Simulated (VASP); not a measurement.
**SnO2: dielectric tensor with r2SCAN**

SnO2:

```
Sn O
1.0
     4.76057    0.00000    0.00000
     0.00000    4.76057    0.00000
     0.00000    0.00000    3.32808
Sn O
2 4
Direct
  0.00000 0.00000 0.00000
  0.50000 0.50000 0.50000
  0.30715 0.30715 0.00000
  0.19285 0.80715 0.50000
  0.80715 0.19285 0.50000
  0.69285 0.69285 0.00000
```

This cell differs from its parent crystal: uniaxial z strain +4.0%.

```json
{"Program": "VASP 6.6.1", "Task": "dielectric tensor", "Functional": "r2SCAN", "Potentials or basis": "VASP PAW PBE potentials, release 64 (Sn_d, O)", "Cutoff": "520 eV", "k mesh": "4 × 4 × 6", "Occupations": "gaussian, width 0.01 eV", "Spin": "no spin polarisation", "Dipole correction": "no", "Further INCAR settings": "ALGO = Normal; EDIFF = 1e-08"}
```

The band gap on the k mesh is 1.22 eV and the electronic dielectric tensor (diagonal) is 4.14, 4.14, 4.51. The born charges (mean of the diagonal) is Sn +4.25; O -2.13 e.

Levels at points of the mesh, in eV from the valence-band top:
```
           k point  band 22  band 23  band 24  band 25  band 26  band 27  band 28  band 29  band 30  band 31
(0.00, 0.00, 0.00)    -1.30    -1.30    -0.69    -0.69     0.00     1.22     6.04     6.56     6.56    10.70
(0.50, 0.00, 0.00)    -1.86    -1.23    -1.23    -0.57    -0.57     4.52     4.52     7.27     7.27    11.63
(0.50, 0.50, 0.00)    -1.88    -1.39    -1.39    -0.79    -0.79     4.83     4.83     7.72     7.72    11.67
(0.00, 0.00, 0.50)    -2.49    -1.57    -1.57    -1.19    -1.19     6.34     6.34    10.32    10.32    10.77
(0.50, 0.00, 0.50)    -1.66    -1.00    -1.00    -0.62    -0.62     6.66     6.66     8.68     8.68    11.16
(0.50, 0.50, 0.50)    -2.21    -0.88    -0.88    -0.74    -0.74     5.17     5.17     9.43     9.43    11.16
```

Electronic dielectric tensor:
```
4.14 0.00 0.00
0.00 4.14 0.00
0.00 0.00 4.51
```

Born effective charge tensors (e):
atom 1, Sn
```
4.09 0.37 0.00
0.37 4.09 0.00
0.00 0.00 4.57
```
atom 2, Sn
```
 4.09 -0.37  0.00
-0.37  4.09  0.00
 0.00  0.00  4.57
```
atom 3, O
```
-2.05 -0.68  0.00
-0.68 -2.05  0.00
 0.00  0.00 -2.29
```
atom 4, O
```
-2.05  0.68  0.00
 0.68 -2.05  0.00
 0.00  0.00 -2.29
```
atom 5, O
```
-2.05  0.68  0.00
 0.68 -2.05  0.00
 0.00  0.00 -2.29
```
atom 6, O
```
-2.05 -0.68  0.00
-0.68 -2.05  0.00
 0.00  0.00 -2.29
```

Dipole moments of the cell (e·Å, modulo the quantum): ionic -33.324, -33.324, -43.265; electronic 4.761, 4.761, -3.313

Run time: 26 min on 4 MPI ranks on Oxide Virtual Turin-like Processor, with other jobs on the host, peak memory 0.43 GiB a rank.

Caveat: the cell differs from its parent crystal (uniaxial z strain +4.0%); the structure was generated, so it needn't be the stable form of SnO2; spin-orbit coupling is left out, which moves the levels of the heavy elements.
